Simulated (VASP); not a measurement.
Input of a VASP 6.6.1 run:

Contents of INCAR:

```
PREC = Accurate
ENCUT = 600
EDIFF = 1E-6
ISMEAR = -1
SIGMA = 0.01
LREAL = False
LASPH = True
NELM = 120
ALGO = Normal
ISIF = 2
LWAVE = False
LCHARG = False
GGA = CA
NBANDS = 11
GGA_COMPAT = False
```

The input KPOINTS:

```
regular mesh
0
Gamma
  13 13 13
```

POSCAR

```
C
1.0
    0.0000000000      1.7858109333      1.7858109333
    1.7858109333      0.0000000000      1.7858109333
    1.7858109333      1.7858109333      0.0000000000
C
2
Direct
    0.0000000000      0.0000000000      0.0000000000
    0.2500000002      0.2500000002      0.2500000002
```

Potentials or basis: VASP PAW LDA potentials, release 64 (C).

Run with:

```bash
$ cat potpaw_LDA.64/C/POTCAR > POTCAR
$ mpirun -np 1 vasp_std > vasp.out
```

(1) Predict the pressure.

(2) Predict the band gap on the k mesh.

Results:

(1) -14.1 GPa.

(2) 4.10 eV (least direct gap 5.53 eV).

Caveat: the cell stands under tension; an odd mesh through Γ misses points on the zone boundary, where band edges can lie.
